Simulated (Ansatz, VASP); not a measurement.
## Ag: VASP beside Ansatz

```
Ag
1.0
    -1.64738    1.65565    1.65565
     1.64738   -1.65565    1.65565
     1.64738    1.65565   -1.65565
Ag
1
Direct
  0.00000 0.00000 0.00000
```

Change from the starting cell: strain -0.0050 x Voigt [1, 0, 0, 0, 0, 0], atoms carried along.

Alike in both runs: task single point; functional PBEsol; k mesh 20 × 20 × 20; occupations gaussian, width 0.15 eV; no spin polarisation.

|  | VASP | Ansatz |
| --- | --- | --- |
| version | VASP 6.6.1 | Ansatz 0.2.0 |
| potentials or method | VASP PAW PBE potentials, release 64 (Ag), cutoff 520 eV | scalar-relativistic, plane waves, PAW |
| valence electrons in the cell | 11 | 19 |

```csv
,VASP,Ansatz,Ansatz less VASP
gap on the k mesh at the Fermi level (eV),none,none,-
pressure (GPa),-6.9,-6.8,+0.05
"traceless stress, the component that is largest in VASP (GPa)",-0.09,-0.09,-0.001
```

VASP's potentials were made for PBE, not for PBEsol. A gap of «none» marks a metal or a gap that the smearing closes. With one functional, cell and mesh, what is left measures potentials, basis and numerics. VASP's potentials hold 11 valence electrons a cell and Ansatz's 19, so a difference there can come from the potentials and not from the codes.
